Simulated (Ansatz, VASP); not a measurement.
## BN in VASP and in Ansatz

Contents of POSCAR:

```
BN
1.0
    2.2222926376      0.0000000000      0.0000000000
   -1.1111463188      1.9245618788      0.0000000000
    0.0000000000      0.0000000000      6.6612000000
B N
2 2
Direct
    0.3333333333      0.6666666667      0.2500000000
    0.6666666667      0.3333333333      0.7500000000
    0.3333333333      0.6666666667      0.7500000000
    0.6666666667      0.3333333333      0.2500000000
```

File INCAR.step1:

```
ALGO     = Normal         # electronic algorithm
EDIFF    = 1E-4           # SCF threshold, eV
ENCUT    = 520            # plane-wave cutoff, eV
GGA      = PE             # functional
ISMEAR   = 0              # smearing method
LASPH    = True           # aspherical terms in the spheres
LCHARG   = False          # write CHGCAR
LREAL    = False          # projectors in reciprocal space
LWAVE    = True           # write WAVECAR
NBANDS   = 16             # bands
NELM     = 60             # most SCF steps
PREC     = Accurate       # precision mode
SIGMA    = 0.05           # smearing width, eV
```

File INCAR.step2:

```
ALGO     = Normal         # electronic algorithm
EDIFF    = 1E-6           # SCF threshold, eV
ENCUT    = 520            # plane-wave cutoff, eV
ISIF     = 2              # what is computed and relaxed
ISMEAR   = 0              # smearing method
ISTART   = 1            
LASPH    = True           # aspherical terms in the spheres
LCHARG   = False          # write CHGCAR
LMIXTAU  = True         
LREAL    = False          # projectors in reciprocal space
LWAVE    = False          # write WAVECAR
METAGGA  = R2SCAN         # meta-GGA
NBANDS   = 16             # bands
NELM     = 60             # most SCF steps
PREC     = Accurate       # precision mode
SIGMA    = 0.05           # smearing width, eV
```

Contents of KPOINTS:

```
k-points
0
Gamma
  12 12 4
```

Input for Ansatz:

```yaml
crystal:
  lattice:
    - [2.2222926376, 0.0, 0.0]
    - [-1.1111463188, 1.9245618788, 0.0]
    - [0.0, 0.0, 6.6612]
  atoms:
    - { symbol: B, position: [0.3333333333, 0.6666666667, 0.25] }
    - { symbol: B, position: [0.6666666667, 0.3333333333, 0.75] }
    - { symbol: "N", position: [0.3333333333, 0.6666666667, 0.75] }
    - { symbol: "N", position: [0.6666666667, 0.3333333333, 0.25] }
basis:
  ecutwfc: 500
kpoints:
  mp_grid: { grid: [12, 12, 4] }
hamiltonian:
  xc: r2scan
scf:
  occupations: { method: gaussian, width: 0.05 }
output:
  forces: true
  stress: true
  eigenvalues: true
```

Change from the starting cell: strain -0.1125 x Voigt [1, 1, 0, 0, 0, 0], atoms carried along.

Alike in both runs: task single point; functional r2SCAN; k mesh 12 × 12 × 4; occupations gaussian, width 0.05 eV; no spin polarisation.

|  | VASP | Ansatz |
| --- | --- | --- |
| version | VASP 6.6.1 | Ansatz 0.2.0 |
| potentials or method | VASP PAW PBE potentials, release 64 (B, N), cutoff 520 eV | scalar-relativistic, plane waves, PAW |
| valence electrons in the cell | 16 | 16 |

|  | VASP | Ansatz | Ansatz less VASP |
| --- | --- | --- | --- |
| gap on the k mesh at the Fermi level (eV) | 5.03 | 5.06 | +0.024 |
| least direct gap on the mesh (eV) | 5.79 | 5.82 | +0.025 |
| pressure (GPa) | 144.5 | 143.4 | -1.11 |
| traceless stress, the component that is largest in VASP (GPa) | -144.41 | -142.67 | +1.738 |

VASP's potentials were made for PBE, not for r2SCAN. Both programs put the cell under a high pressure, so it lies far from rest at this level. The functional is the same, so the differences come from potentials, cutoffs and numerics.

Noted on VASP's run: the cell as given lies far from equilibrium.
